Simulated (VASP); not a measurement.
Wanted: the native input for a VASP 6.6.1 run.

- Task: single point
- Functional: PBE
- Potentials or basis: VASP PAW PBE potentials, release 64 (Sn_d, O)
- Cutoff: 520 eV
- k mesh: 6 × 6 × 4
- Occupations: fermi-dirac, width 0.02 eV
- Spin: no spin polarisation
- Dipole correction: no
- Further INCAR settings: ALGO = Normal; EDIFF = 1e-07; NBANDS = 28

The structure of SnO (Romarchite) lies in POSCAR:

```
SnO
1.0
    3.7926488416      0.0000000000      0.0000000000
    0.0000000000      3.7926488416      0.0000000000
    0.0000000000      0.0000000000      4.7582137882
Sn O
2 2
Direct
    0.5000000000      0.0000000000      0.2410340873
    0.0000000000      0.5000000000      0.7589659127
    0.0000000000      0.0000000000      0.0000000000
    0.5000000000      0.5000000000      0.0000000000
```

The input as run:

INCAR

```
PREC     = Accurate       # precision mode
ENCUT    = 520            # plane-wave cutoff, eV
EDIFF    = 1E-7           # SCF threshold, eV
ISMEAR   = -1             # smearing method
SIGMA    = 0.02           # smearing width, eV
LREAL    = False          # projectors in reciprocal space
LASPH    = True           # aspherical terms in the spheres
NELM     = 60             # most SCF steps
ALGO     = Normal         # electronic algorithm
ISIF     = 2              # what is computed and relaxed
LWAVE    = False          # write WAVECAR
LCHARG   = False          # write CHGCAR
GGA      = PE             # functional
NBANDS   = 28             # bands
```

KPOINTS

```
Automatic mesh
0
Gamma
  6 6 4
```

Potentials or basis: VASP PAW PBE potentials, release 64 (Sn_d, O).

Command:

```console
$ cat potpaw_PBE.64/Sn_d/POTCAR potpaw_PBE.64/O/POTCAR > POTCAR
$ mpirun -np 1 vasp_std > vasp.out
```

It gave:

```json
{"Pressure": "5.6 GPa", "Largest force": "0.603 eV/Å", "Band gap on the k mesh": "zero (band 20 reaches 7.50 eV, above the bottom of band 21 at 7.44 eV)"}
```

Caveat: spin-orbit coupling is left out, which moves the levels of the heavy elements.

Wall time 88 s on 1 thread of Intel Xeon 8259CL, on a shared host, peak memory 0.2 GiB.
